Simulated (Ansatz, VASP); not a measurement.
BeS: VASP beside Ansatz

```
Be S
1.0
     0.00000    1.67834    1.67834
     1.67834    0.00000    1.67834
     1.67834    1.67834    0.00000
Be S
1 1
Direct
  0.00000 0.00000 0.00000
  0.50000 0.50000 0.50000
```

Alike in both runs: task single point; functional LDA; k mesh 17 × 17 × 17; occupations fermi-dirac, width 0.08 eV; no spin polarisation.

|  | VASP | Ansatz |
| --- | --- | --- |
| version | VASP 6.6.1 | Ansatz 0.2.0 |
| potentials or method | VASP PAW LDA potentials, release 64 (Be, S) | PAW with other files of Ansatz's library (level accurate), scalar-relativistic |
| plane-wave cutoff (eV) | 600 | 1007 |
| valence electrons in the cell | 8 | 10 |

|  | VASP | Ansatz | Ansatz less VASP |
| --- | --- | --- | --- |
| pressure (GPa) | 541.7 | 542.9 | +1.13 |

LDA's correlation is that of Perdew and Zunger in VASP and of Perdew and Wang (1992) in Ansatz. Both programs put the cell under a high pressure, so it lies far from rest at this level. VASP's potentials hold 8 valence electrons a cell and Ansatz's 10, so a difference there can come from the potentials and not from the codes.

Noted on VASP's run: the cell as given lies far from equilibrium.
